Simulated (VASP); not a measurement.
Here is a VASP 6.6.1 calculation.

The input POSCAR:

```
Li2S
1.0
    2.6887823788      2.6887823788      0.0000000000
   -2.6887823788      2.6887823788      0.0000000000
    0.0000000000      2.6887823788      2.6887823788
Li S
2 1
Direct
    0.2500000000      0.7500000000      0.5000000000
    0.7500000000      0.2500000000      0.5000000000
    0.0000000000      0.0000000000      0.0000000000
```

INCAR.step1

```
ALGO = Normal ; EDIFF = 1E-5
ENCUT = 830 ; GGA = PE
GGA_COMPAT = False ; ISMEAR = 0
LASPH = True ; LCHARG = False
LREAL = False ; LWAVE = True
NBANDS = 13 ; NELM = 120
PREC = Accurate ; SIGMA = 0.01
```

Contents of INCAR.step2:

```
ALGO = Normal ; EDIFF = 1E-6
ENCUT = 830 ; GGA_COMPAT = False
ISIF = 2 ; ISMEAR = 0
ISTART = 1 ; LASPH = True
LCHARG = False ; LMIXTAU = True
LREAL = False ; LWAVE = False
METAGGA = R2SCAN ; NBANDS = 13
NELM = 120 ; PREC = Accurate
SIGMA = 0.01
```

Contents of KPOINTS:

```
k-points
0
Gamma
  8 8 8
```

Potentials or basis: VASP PAW PBE potentials, release 64 (Li_sv, S).

Run with:

```sh
$ cat potpaw_PBE.64/Li_sv/POTCAR potpaw_PBE.64/S/POTCAR > POTCAR
$ cp INCAR.step1 INCAR
$ mpirun -np 1 vasp_std > vasp.out
$ cp INCAR.step2 INCAR
$ mpirun -np 1 vasp_std > vasp.out
```

Question: Predict the band gap on the k mesh.

Answer: 3.71 eV (least direct gap 5.53 eV).

Question: Predict the pressure.

Answer: 9.3 GPa.

Caveat: the cell stands under pressure; the PAW data sets were made with another functional, which shifts forces and pressure a little. A k mesh can miss the band edges.
